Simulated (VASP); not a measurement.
# LiC18 in VASP: single point with PBE

Aim: the single point of LiC18 with PBE.

Everything below comes from runs of VASP 6.6.1. Logs are shortened: lines on timing, memory, paths and dates and some standing lists are left out, and cuts for length are marked.

## Step 1: The cell of the first run

The cell holds a slab with vacuum, 19 atoms: a = 7.398 Å, b = 7.398 Å, c = 12.000 Å, α = 90.00°, β = 90.00°, γ = 120.00°.

## Step 2: Single point, PBE, collinear spin, zero start

INCAR reads:

```
PREC = Accurate
ENCUT = 520
EDIFF = 1E-6
ISMEAR = 0
SIGMA = 0.05
LREAL = Auto
LASPH = T
NELM = 150
ALGO = Normal
ISIF = 2
LWAVE = F
LCHARG = F
ISPIN = 2
MAGMOM = 0 0 0 0 0 0 0 0 0 0 0 0 0 0 0 0 0 0 0
LORBIT = 11
GGA = PE
NBANDS = 56
```

KPOINTS reads:

```
Automatic mesh
0
Gamma
  2 2 1
```

POSCAR reads:

```
LiC18
1.0
    7.3980000000      0.0000000000      0.0000000000
   -3.6990000000      6.4068560000      0.0000000000
    0.0000000000      0.0000000000     12.0000000000
C Li
18 1
Direct
   -0.0106209802     -0.0049367428      0.0847338333
    0.2111819960      0.1067673442      0.0839936667
   -0.0104859139      0.3282241711      0.0850643333
    0.2113250744      0.4385949989      0.0852560833
   -0.0118648342      0.6609734946      0.0833034167
    0.2102202060      0.7720373300      0.0807315833
    0.3221746006     -0.0043834293      0.0821098333
    0.5453921346      0.1068058967      0.0857180000
    0.3230071070      0.3285275961      0.0851820833
    0.5452275813      0.4395560006      0.0852555833
    0.3223533371      0.6608161632      0.0844646667
    0.5454366436      0.7725058906      0.0868047500
    0.6568841038     -0.0046570424      0.0870174167
    0.8789491177      0.1064064808      0.0860997500
    0.6565137754      0.3290145744      0.0857414167
    0.8782640052      0.4391917034      0.0849389167
    0.6564552554      0.6614033467      0.0861525833
    0.8782095278      0.7728394395      0.0847154167
    1.3711367091      0.8689814474      0.2302160833
```

Potentials or basis: VASP PAW PBE potentials, release 64 (C, Li_sv).

Launch:

```bash
> cat potpaw_PBE.64/C/POTCAR potpaw_PBE.64/Li_sv/POTCAR > POTCAR
> mpirun -np 1 vasp_std > vasp.out
```

OUTCAR:

```text
PREC = Accurate
   ENCUT = 520
   EDIFF = 1E-6
   ISMEAR = 0
   LREAL = Auto
   LASPH = T
   NELM = 150
   ISIF = 2
   ISPIN = 2
   LORBIT = 11
   GGA = PE

 ion  position               nearest neighbor table
   1  0.989  0.995  0.085-  14 1.42   2 1.42  18 1.42
   2  0.211  0.107  0.084-   9 1.42   1 1.42   7 1.42
   3  0.990  0.328  0.085-   4 1.42  14 1.42  16 1.42
   4  0.211  0.439  0.085-   9 1.42   3 1.42  11 1.42
   5  0.988  0.661  0.083-  16 1.42  18 1.42   6 1.42
   6  0.210  0.772  0.081-   5 1.42  11 1.43   7 1.43  19 2.07
   7  0.322  0.996  0.082-   2 1.42   8 1.43   6 1.43  19 2.12
   8  0.545  0.107  0.086-  15 1.42  13 1.43   7 1.43
   9  0.323  0.329  0.085-   4 1.42   2 1.42  10 1.42
  10  0.545  0.440  0.085-  15 1.42  17 1.42   9 1.42
  11  0.322  0.661  0.084-   4 1.42  12 1.43   6 1.43  19 2.24
  12  0.545  0.773  0.087-  17 1.42  13 1.43  11 1.43
  13  0.657  0.995  0.087-  14 1.42  12 1.43   8 1.43
  14  0.879  0.106  0.086-   1 1.42   3 1.42  13 1.42
  15  0.657  0.329  0.086-  16 1.42  10 1.42   8 1.42
  16  0.878  0.439  0.085-  15 1.42   5 1.42   3 1.42
  17  0.656  0.661  0.086-  18 1.42  10 1.42  12 1.42
  18  0.878  0.773  0.085-  17 1.42   5 1.42   1 1.42
  19  0.371  0.869  0.230-   6 2.07   7 2.12  11 2.24

  LATTYP: Found a hexagonal cell.
 ALAT       =     7.3980000000
 C/A-ratio  =     1.6220600162

  Lattice vectors:

 A1 = (   7.3980000000,   0.0000000000,   0.0000000000)
 A2 = (  -3.6990000000,   6.4068560000,   0.0000000000)
 A3 = (   0.0000000000,   0.0000000000,  12.0000000000)

Analysis of symmetry for initial positions (statically):
=====================================================================
 Subroutine PRICEL returns:
 Original cell was already a primitive cell.

 Routine SETGRP: Setting up the symmetry group for a
 hexagonal supercell.

 Subroutine GETGRP returns: Found  1 space group operations
 (whereof  1 operations were pure point group operations)
 out of a pool of 24 trial point group operations.

The static configuration has the point symmetry C_1 .

Analysis of symmetry for dynamics (positions and initial velocities):
=====================================================================
 Subroutine PRICEL returns:
 Original cell was already a primitive cell.

 Routine SETGRP: Setting up the symmetry group for a
 hexagonal supercell.

 Subroutine GETGRP returns: Found  1 space group operations
 (whereof  1 operations were pure point group operations)
 out of a pool of 24 trial point group operations.

The dynamic configuration has the point symmetry C_1 .

Analysis of structural, dynamic, and magnetic symmetry:
=====================================================================
 Subroutine PRICEL returns:
 Original cell was already a primitive cell.

 Routine SETGRP: Setting up the symmetry group for a
 hexagonal supercell.

 Subroutine GETGRP returns: Found  1 space group operations
 (whereof  1 operations were pure point group operations)
 out of a pool of 24 trial point group operations.

The overall configuration has the point symmetry C_1 .

 Subroutine INISYM returns: Found  1 space group operations
 (whereof  1 operations are pure point group operations),
 and found     1 'primitive' translations

----------------------------------------------------------------------------------------

                                     Primitive cell

  volume of cell :     568.7750

  direct lattice vectors                    reciprocal lattice vectors
     7.398000000  0.000000000  0.000000000     0.135171668  0.078041398  0.000000000
    -3.699000000  6.406856000  0.000000000     0.000000000  0.156082796  0.000000000
     0.000000000  0.000000000 12.000000000     0.000000000  0.000000000  0.083333333

  length of vectors
     7.398000000  7.398000054 12.000000000     0.156082797  0.156082796  0.083333333

  position of ions in fractional coordinates (direct lattice)
     0.989379020  0.995063257  0.084733833
     0.211181996  0.106767344  0.083993667
[... 73 lines left out ...]
   number of dos      NEDOS =    301   number of ions     NIONS =     19
   total plane-waves  NPLWV = 282240
   dimension x,y,z NGX =    56 NGY =   56 NGZ =   90
   dimension x,y,z NGXF=   112 NGYF=  112 NGZF=  180
   ions per type =              18   1
   NGX,Y,Z   is equivalent  to a cutoff of  12.58, 12.58, 12.47 a.u.
   NGXF,Y,Z  is equivalent  to a cutoff of  25.17, 25.17, 24.94 a.u.
 SYSTEM =  unknown system
   PREC   = accura    normal or accurate (medium, high low for compatibility)
   ISTART =      0    job   : 0-new  1-cont  2-samecut
   ICHARG =      2    charge: 1-file 2-atom 10-const
   ISPIN  =      2    spin polarized calculation?
   LNONCOLLINEAR =      F non collinear calculations
   LSORBIT =      F    spin-orbit coupling
   LASPH  =      T    aspherical Exc in radial PAW
   ENCUT  =  520.0 eV  38.22 Ry    6.18 a.u.  13.76 13.76 22.31*2*pi/ulx,y,z
   NELM   =    150;   NELMIN=  2; NELMDL= -5     # of ELM steps
   EDIFF  = 0.1E-05   stopping-criterion for ELM
   LREAL  =      T    real-space projection
   EDIFFG = 0.1E-04   stopping-criterion for IOM
   NSW    =      0    number of steps for IOM
   IBRION =     -1    ionic relax: 0-MD 1-quasi-New 2-CG
   NFREE  =      0    steps in history (QN), initial steepest desc. (CG)
   ISIF   =      2    stress and relaxation
   ISYM   =      2    0-nonsym 1-usesym 2-fastsym
   POTIM  = 0.5000    time-step for ionic-motion
   TEBEG  =    0.0;   TEEND  =   0.0 temperature during run
   PSTRESS=    0.0 pullay stress
   NELECT =      75.0000    total number of electrons
   NUPDOWN=      -1.0000    fix difference up-down
   EMIN   =  10.00;   EMAX   =-10.00  energy-range for DOS
   EFERMI =   0.00;   METHOD = LEGACY
   ISMEAR =     0;   SIGMA  =   0.05  broadening in eV -4-tet -1-fermi 0-gaus
   EFERMI_NEDOS =   21; number of points for ismear=-14 and -15
   IALGO  =     38    algorithm
   IMIX   =      4    mixing-type and parameters
     AMIX     =   0.40;   BMIX     =  1.00
     AMIX_MAG =   1.60;   BMIX_MAG =  1.00
  volume/ion in A,a.u.               =      29.94       202.01
  Fermi-wavevector in a.u.,A,eV,Ry     =   0.833262  1.574637  9.446880  0.694326
  Thomas-Fermi vector in A             =   1.946457
   LORBIT       =     11    0 simple, 1 ext, 2 COOP (PROOUT), +10 PAW based schemes
   GGA     = PE    functional components
   LHFCALC =     F    Hartree Fock is set to
   AEXX    =    0.0000 exact exchange contribution
   IVDW    =     0    specifies the selected vdW correction
   LEPSILON=     F    determine dielectric tensor
   LRPA    =     F    only Hartree local field effects (RPA)
 spin polarized calculation
 Gauss-broadening in eV      SIGMA  =   0.05
  energy-cutoff  :      520.00
  volume of cell :      568.78
 maximum number of plane-waves:     15363
 NGX is ok and might be reduce to    56
   NGX = 27   NGY = 27   NGZ = 45

 number of electron      75.0000003 magnetization       0.0000000

 number of electron      75.0000003 magnetization      -0.0000000

 Free energy of the ion-electron system (eV)
  ---------------------------------------------------
  ext. energy  EPLUGINS =         0.00000000
  ---------------------------------------------------
  free energy    TOTEN  =      -167.62745368 eV

  energy without entropy =     -167.62745368  energy(sigma->0) =     -167.62745368

 E-fermi :  -0.5293     XC(G=0):  -3.7116

 val. band max:       -0.8180774115   @ k =   0.0000   0.0000   0.0000
 cond. band min:       0.6067098537   @ k =   0.0000   0.0000   0.0000
 fundamental gap:      1.4247872652
 Fermi energy:        -0.5293011809

 spin component 1

 k-point     1 :       0.0000    0.0000    0.0000
  band No.  band energies     occupation
      1     -49.3545      1.00000
      2     -20.2914      1.00000
      3     -17.8643      1.00000
      4     -17.7477      1.00000
      5     -17.7461      1.00000
      6     -17.6001      1.00000
[... 197 lines left out ...]
     48       3.9058      0.00000
     49       4.0635      0.00000
 Fermi energy:        -0.5293011809

 spin component 2

 k-point     1 :       0.0000    0.0000    0.0000
  band No.  band energies     occupation
      1     -49.3545      1.00000
      2     -20.2914      1.00000
      3     -17.8643      1.00000
      4     -17.7477      1.00000
      5     -17.7461      1.00000
      6     -17.6001      1.00000
[... 197 lines left out ...]
     48       3.9058      0.00000
     49       4.0633      0.00000
 [bands above 49 left out]

------------------------ aborting loop because EDIFF is reached ----------------------------------------

  FORCE on cell =-STRESS in cart. coord.  units (eV):
  Direction    XX          YY          ZZ          XY          YZ          ZX
  --------------------------------------------------------------------------------------
  -------------------------------------------------------------------------------------
  Total        5.6152318      5.6232578     -0.3553497      0.0073457      0.1841658      0.7381998
  in kB       15.8174961     15.8401043     -1.0009814      0.0206919      0.5187749      2.0794284
  external PRESSURE =      10.2188730 kB  Pullay stress =       0.0000000 kB

 VOLUME and BASIS-vectors are now :
 -----------------------------------------------------------------------------
  energy-cutoff  :      520.00
  volume of cell :      568.78
      direct lattice vectors                 reciprocal lattice vectors
     7.398000000  0.000000000  0.000000000     0.135171668  0.078041398  0.000000000
    -3.699000000  6.406856000  0.000000000     0.000000000  0.156082796  0.000000000
     0.000000000  0.000000000 12.000000000     0.000000000  0.000000000  0.083333333

 POSITION                                       TOTAL-FORCE (eV/Angst)
 -----------------------------------------------------------------------------------
      3.63869      6.37523      1.01681        -0.018961     -0.012466      0.000149
      1.16739      0.68404      1.00792        -0.024870     -0.000317     -0.003989
      6.10632      2.10288      1.02077        -0.034723      0.002987      0.010434
     -0.05898      2.81002      1.02307        -0.027952     -0.007473     -0.000216
      4.86528      4.23476      0.99964        -0.026156     -0.009597     -0.010373
     -1.30056      4.94633      0.96878        -0.023875     -0.011306     -0.007566
[... 11 lines left out ...]
      3.63826      4.95147      1.01659        -0.018950     -0.003673     -0.006699
     -0.46869      5.56744      2.76259         0.424052      0.098813     -0.068544
 -----------------------------------------------------------------------------------
    total drift:                               -0.010146      0.006189     -0.021725

  FREE ENERGIE OF THE ION-ELECTRON SYSTEM (eV)
  ---------------------------------------------------
  free  energy   TOTEN  =      -167.6274536754 eV

  energy  without entropy=     -167.6274536754  energy(sigma->0) =     -167.62745368

 total charge

# of ion       s       p       d       tot
------------------------------------------
    1        0.861   1.796   0.000   2.657
    2        0.861   1.799   0.000   2.659
    3        0.861   1.795   0.000   2.657
    4        0.861   1.799   0.000   2.659
    5        0.861   1.799   0.000   2.659
    6        0.858   1.805   0.000   2.664
[... 11 lines left out ...]
   18        0.861   1.797   0.000   2.658
   19        2.007   0.050   0.000   2.057
--------------------------------------------------
tot         17.487  32.410   0.000  49.897

 magnetization (x)

# of ion       s       p       d       tot
------------------------------------------
    1        0.000  -0.000   0.000  -0.000
    2        0.000   0.000   0.000   0.000
    3        0.000  -0.000   0.000  -0.000
    4        0.000   0.000   0.000   0.000
    5        0.000  -0.000   0.000  -0.000
    6        0.000  -0.000   0.000   0.000
[... 11 lines left out ...]
   18        0.000  -0.000   0.000   0.000
   19        0.000  -0.000   0.000   0.000
--------------------------------------------------
tot          0.000  -0.000   0.000  -0.000
```

It took 5.7 min on 1 thread of Intel Xeon 6975P-C (Granite Rapids), shared host; peak memory 0.86 GiB.

Results:

* Free energy: -167.6275 eV
* Largest force: 0.441 eV/Å
* Net moment: 0.00 μB per cell
* Valence electrons inside the program's atomic spheres: C 2.66, 2.65 (each value once); Li 2.06

Forces on the atoms (eV/Å):
```
C   -0.019 -0.012  0.000
C   -0.025  0.000 -0.004
C   -0.035  0.003  0.010
C   -0.028 -0.007  0.000
C   -0.026 -0.010 -0.010
C   -0.024 -0.011 -0.008
C   -0.027  0.002 -0.014
C   -0.026 -0.002  0.003
C   -0.013 -0.003 -0.001
C   -0.028 -0.015  0.019
C   -0.021 -0.010 -0.015
C   -0.026 -0.002  0.019
C   -0.030 -0.005  0.026
C   -0.021  0.001  0.026
C   -0.022  0.005  0.015
C   -0.022 -0.013 -0.007
C   -0.013 -0.015  0.015
C   -0.019 -0.004 -0.007
Li   0.424  0.099 -0.069
```

Caveat: the k points lie up to 0.49 Å⁻¹ apart; the cutoff is under 1.25 times the usual one of these potentials, so pressure, stress and relaxed cells hold a basis-set (Pulay) error; there is no dipole correction, which matters where the two faces differ; no moment was typed at the start, so none could form.
